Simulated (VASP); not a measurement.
# Si2Mo (P6_222) in VASP: a series of runs

The runs below take Si2Mo through relaxation of shape and atoms at fixed volume, single point, with PBE.

Everything below comes from runs of VASP 6.6.1. Logs are shortened: lines on timing, memory, paths and dates and some standing lists are left out, and cuts for length are marked.

### 1 The cell of the first run

Symmetry: P6_222, No. 180, hexagonal system. Conventional cell: a = 4.413 Å, b = 4.413 Å, c = 6.355 Å, α = 90.00°, β = 90.00°, γ = 120.00°. Within 3.2 Å of Si (site symmetry 2) lie 9 Si at 2.46 to 3.09 Å and 5 Mo at 2.48 to 2.57 Å. Mo (site symmetry 222) has 10 Si at 2.48 to 2.57 Å and 4 Mo at 3.06 Å within 3.3 Å.

### 2 Relaxation of shape and atoms at fixed volume, PBE (11.91 Å³/atom)

INCAR

```
SYSTEM = Si2Mo
ALGO = Normal ; EDIFF = 1E-7
EDIFFG = -0.01 ; ENCUT = 600
GGA = PE ; IBRION = 2
ISIF = 4 ; ISMEAR = 0
LASPH = .TRUE. ; LCHARG = .FALSE.
LREAL = .FALSE. ; LWAVE = .FALSE.
NELM = 100 ; NSW = 50
PREC = Accurate ; SIGMA = 0.01
```

KPOINTS

```
k-points
0
G
  12 12 6
  0 0 0
```

POSCAR

```
Si2Mo
1.0
    4.4131523366      0.0000000000      0.0000000000
   -2.2065761683      3.8219020343      0.0000000000
    0.0000000000      0.0000000000      6.3551036074
Si Mo
6 3
Direct
    0.1638139152      0.8361860848      0.8333333333
    0.3276278305      0.1638139152      0.1666666667
    0.8361860848      0.6723721695      0.5000000000
    0.8361860848      0.1638139152      0.8333333333
    0.6723721695      0.8361860848      0.1666666667
    0.1638139152      0.3276278305      0.5000000000
    0.5000000000      0.0000000000      0.5000000000
    0.0000000000      0.5000000000      0.1666666667
    0.5000000000      0.5000000000      0.8333333333
```

Potentials or basis: VASP PAW PBE potentials, release 64 (Si, Mo_sv).

Command:

```bash
cat potpaw_PBE.64/Si/POTCAR potpaw_PBE.64/Mo_sv/POTCAR > POTCAR
mpirun -np 1 vasp_std > vasp.out
```

OUTCAR:

```text
SYSTEM = Si2Mo
   EDIFF = 1E-7
   EDIFFG = -0.01
   ENCUT = 600
   GGA = PE
   IBRION = 2
   ISIF = 4
   ISMEAR = 0
   LASPH = .TRUE.
   LREAL = .FALSE.
   NELM = 100
   NSW = 50
   PREC = Accurate

 ion  position               nearest neighbor table
   1  0.164  0.836  0.833-   3 2.46   2 2.46   7 2.48   8 2.48   4 2.50   9 2.54   9 2.54   9 2.57
                             4 2.57   4 2.57   6 3.03   5 3.03   6 3.09   5 3.09
   2  0.328  0.164  0.167-   6 2.46   1 2.46   7 2.48   9 2.48   5 2.50   8 2.54   8 2.54   8 2.57
                             5 2.57   5 2.57   3 3.03   4 3.03   3 3.09   4 3.09
   3  0.836  0.672  0.500-   1 2.46   5 2.46   8 2.48   9 2.48   6 2.50   7 2.54   7 2.54   7 2.57
                             6 2.57   6 2.57   4 3.03   2 3.03   4 3.09   2 3.09
   4  0.836  0.164  0.833-   6 2.46   5 2.46   7 2.48   8 2.48   1 2.50   9 2.54   9 2.54   9 2.57
                             1 2.57   1 2.57   3 3.03   2 3.03   3 3.09   2 3.09
   5  0.672  0.836  0.167-   3 2.46   4 2.46   7 2.48   9 2.48   2 2.50   8 2.54   8 2.54   8 2.57
                             2 2.57   2 2.57   6 3.03   1 3.03   6 3.09   1 3.09
   6  0.164  0.328  0.500-   4 2.46   2 2.46   8 2.48   9 2.48   3 2.50   7 2.54   7 2.54   7 2.57
                             3 2.57   3 2.57   5 3.03   1 3.03   1 3.09   5 3.09
   7  0.500  0.000  0.500-   2 2.48   5 2.48   4 2.48   1 2.48   6 2.54   3 2.54   6 2.54   3 2.54
                             6 2.57   3 2.57   8 3.06   9 3.06   9 3.06   8 3.06
   8  0.000  0.500  0.167-   3 2.48   6 2.48   4 2.48   1 2.48   2 2.54   5 2.54   2 2.54   5 2.54
                             5 2.57   2 2.57   7 3.06   7 3.06   9 3.06   9 3.06
   9  0.500  0.500  0.833-   3 2.48   6 2.48   5 2.48   2 2.48   1 2.54   4 2.54   1 2.54   4 2.54
                             1 2.57   4 2.57   7 3.06   7 3.06   8 3.06   8 3.06

  LATTYP: Found a hexagonal cell.
 ALAT       =     4.4131523366
 C/A-ratio  =     1.4400372166

  Lattice vectors:

 A1 = (   4.4131523366,   0.0000000000,   0.0000000000)
 A2 = (  -2.2065761683,   3.8219020343,   0.0000000000)
 A3 = (   0.0000000000,   0.0000000000,   6.3551036074)

Analysis of symmetry for initial positions (statically):
=====================================================================
 Subroutine PRICEL returns:
 Original cell was already a primitive cell.

 Routine SETGRP: Setting up the symmetry group for a
 hexagonal supercell.

 Subroutine GETGRP returns: Found 12 space group operations
 (whereof  4 operations were pure point group operations)
 out of a pool of 24 trial point group operations.

The static configuration has the point symmetry D_2 .
 The point group associated with its full space group is D_6 .

Analysis of symmetry for dynamics (positions and initial velocities):
=====================================================================
 Subroutine PRICEL returns:
 Original cell was already a primitive cell.

 Routine SETGRP: Setting up the symmetry group for a
 hexagonal supercell.

 Subroutine GETGRP returns: Found 12 space group operations
[... 139 lines left out ...]
  volume/ion in A,a.u.               =      11.91        80.37
  Fermi-wavevector in a.u.,A,eV,Ry     =   1.392748  2.631911 26.391848  1.939746
  Thomas-Fermi vector in A             =   2.516460
   LORBIT       =      0    0 simple, 1 ext, 2 COOP (PROOUT), +10 PAW based schemes
   GGA     = PE    functional components
   LHFCALC =     F    Hartree Fock is set to
   AEXX    =    0.0000 exact exchange contribution
   IVDW    =     0    specifies the selected vdW correction
   LEPSILON=     F    determine dielectric tensor
   LRPA    =     F    only Hartree local field effects (RPA)
 conjugate gradient relaxation of ions
 non-spin polarized calculation
 Gauss-broadening in eV      SIGMA  =   0.01
  energy-cutoff  :      600.00
  volume of cell :      107.19
 maximum number of plane-waves:      3607
 NGX is ok and might be reduce to    36
   NGX = 17   NGY = 17   NGZ = 25

--------------------------------------- Ionic step        1  -------------------------------------------

 number of electron      66.0000007 magnetization

 Free energy of the ion-electron system (eV)
  ---------------------------------------------------
  ext. energy  EPLUGINS =         0.00000000
  ---------------------------------------------------
  free energy    TOTEN  =       -68.09602130 eV

  energy without entropy =      -68.09600629  energy(sigma->0) =      -68.09601379

------------------------ aborting loop because EDIFF is reached ----------------------------------------

  FORCE on cell =-STRESS in cart. coord.  units (eV):
  Direction    XX          YY          ZZ          XY          YZ          ZX
  --------------------------------------------------------------------------------------
  -------------------------------------------------------------------------------------
  Total       23.4054903     23.4054903     23.8702817      0.0000000      0.0000000      0.0000000
  in kB      349.8462482    349.8462482    356.7935717      0.0000000      0.0000000      0.0000000
  external PRESSURE =     352.1620227 kB  Pullay stress =       0.0000000 kB
[... 73 lines left out ...]
--------------------------------------- Ionic step        3  -------------------------------------------

 number of electron      66.0000007 magnetization

 Free energy of the ion-electron system (eV)
  ---------------------------------------------------
  ext. energy  EPLUGINS =         0.00000000
  ---------------------------------------------------
  free energy    TOTEN  =       -68.09629152 eV

  energy without entropy =      -68.09627115  energy(sigma->0) =      -68.09628133

 E-fermi :  14.7192     XC(G=0): -12.9989

 val. band max:       14.7111513493   @ k =   0.5000   0.0000   0.0000
 cond. band min:      14.7273227758   @ k =   0.5000   0.0000   0.5000
 fundamental gap:      0.0161714265
 Fermi energy:        14.7192370624

 k-point     1 :       0.0000    0.0000    0.0000
  band No.  band energies     occupation
      1     -46.3516      2.00000
      2     -46.3008      2.00000
      3     -46.3008      2.00000
      4     -20.7130      2.00000
      5     -20.7052      2.00000
      6     -20.7052      2.00000
[... 997 lines left out ...]
     38      16.3639      0.00000
     39      17.1885      0.00000

 [... further k-points ...]

------------------------ aborting loop because EDIFF is reached ----------------------------------------

  FORCE on cell =-STRESS in cart. coord.  units (eV):
  Direction    XX          YY          ZZ          XY          YZ          ZX
  --------------------------------------------------------------------------------------
  -------------------------------------------------------------------------------------
  Total       23.5450635     23.5450635     23.5430582      0.0000000     -0.0000000      0.0000000
  in kB      351.9324742    351.9324742    351.9025015      0.0000000     -0.0000000      0.0000000
  external PRESSURE =     351.9224833 kB  Pullay stress =       0.0000000 kB
[... 24 lines left out ...]
  FREE ENERGIE OF THE ION-ELECTRON SYSTEM (eV)
  ---------------------------------------------------
  free  energy   TOTEN  =       -68.0962915230 eV

  energy  without entropy=      -68.0962711466  energy(sigma->0) =      -68.09628133

 reached required accuracy - stopping structural energy minimisation
```

OSZICAR:

```text
N       E                     dE             d eps       ncg     rms          rms(c)
DAV:   1     0.632758166930E+03    0.63276E+03   -0.40219E+04  6048   0.185E+03
DAV:   2    -0.381655120014E+02   -0.67092E+03   -0.65563E+03  6679   0.467E+02
DAV:   3    -0.697515500144E+02   -0.31586E+02   -0.31050E+02  7537   0.865E+01
DAV:   4    -0.703465252567E+02   -0.59498E+00   -0.59176E+00  7177   0.111E+01
[... 21 lines left out ...]
DAV:   1    -0.680965612082E+02   -0.36405E-03   -0.13519E-02  6125   0.743E-01    0.942E-02
DAV:   2    -0.680963630741E+02    0.19813E-03   -0.44436E-04  6960   0.133E-01    0.481E-02
DAV:   3    -0.680962909017E+02    0.72172E-04   -0.19740E-04  7230   0.889E-02    0.101E-02
DAV:   4    -0.680962915225E+02   -0.62079E-06   -0.89829E-06  6914   0.187E-02    0.803E-03
DAV:   5    -0.680962915230E+02   -0.51659E-09   -0.13143E-07  4930   0.205E-03
   3 F= -.68096292E+02 E0= -.68096281E+02  d E =-.270226E-03
```

Run time: 12 min. Hardware: 1 thread of Intel Xeon 8259CL, shared host; peak memory 0.46 GiB.

What came out:

| Quantity | Value |
| --- | --- |
| Free energy | -68.0963 eV |
| Energy gained by relaxing | 0.0 meV/atom |
| Ionic steps | 3 |
| Pressure after relaxing | 35.2 GPa |
| Band gap on the k mesh | zero (bands 33 and 34 overlap by 0.02 eV) |

The path:
```csv
step,energy change (eV),largest force (eV/Å),pressure (GPa),volume (Å³)
1,0.0000,0.0176,35.22,107.19
2,-0.0002,0.0074,35.18,107.19
3,-0.0003,0.0019,35.19,107.19
```

Final structure:
```
Si Mo
1.0
     4.41085    0.00000    0.00000
    -2.20542    3.81991    0.00000
     0.00000    0.00000    6.36174
Si Mo
6 3
Direct
  0.16374 0.83626 0.83333
  0.32749 0.16374 0.16667
  0.83626 0.67251 0.50000
  0.83626 0.16374 0.83333
  0.67251 0.83626 0.16667
  0.16374 0.32749 0.50000
  0.50000 0.00000 0.50000
  0.00000 0.50000 0.16667
  0.50000 0.50000 0.83333
```

(Part 1 of 2 ends here.)
